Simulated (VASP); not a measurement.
CaO, 2 atoms in the cell. It takes space group Fm-3m (No. 225, cubic). Conventional cell: a = 4.763 Å, b = 4.763 Å, c = 4.763 Å, α = 90.00°, β = 90.00°, γ = 90.00°. Ca (site symmetry m-3m) has 6 O at 2.38 Å within 3.1 Å. Within 3.1 Å of O (site symmetry m-3m) lie 6 Ca at 2.38 Å. 

```yaml
Program: VASP 6.6.1
Task: single point
Functional: BLYP
Dispersion: D3(BJ)
Potentials_or_basis: VASP PAW PBE potentials, release 64 (Ca_sv, O)
Cutoff: 520 eV
k_mesh: 10 × 10 × 10
Occupations: fermi-dirac, width 0.05 eV
Spin: no spin polarisation
Dipole_correction: no
Further_INCAR_settings: ALGO = Normal; EDIFF = 1e-06; NBANDS = 15
```

Potentials or basis: VASP PAW PBE potentials, release 64 (Ca_sv, O).

The run is started by

```sh
$ cat potpaw_PBE.64/Ca_sv/POTCAR potpaw_PBE.64/O/POTCAR > POTCAR
$ mpirun -np 1 vasp_std > vasp.out
```

Hardware: 1 thread of Intel(R) Xeon(R) 6975P-C (Granite Rapids), on a shared host.

Question: Estimate the wall time of this run.

Answer: Wall time 14 s on 1 thread of Intel(R) Xeon(R) 6975P-C (Granite Rapids), on a shared host, peak memory 0.17 GiB. Counts: scf iterations 12, k points 47.
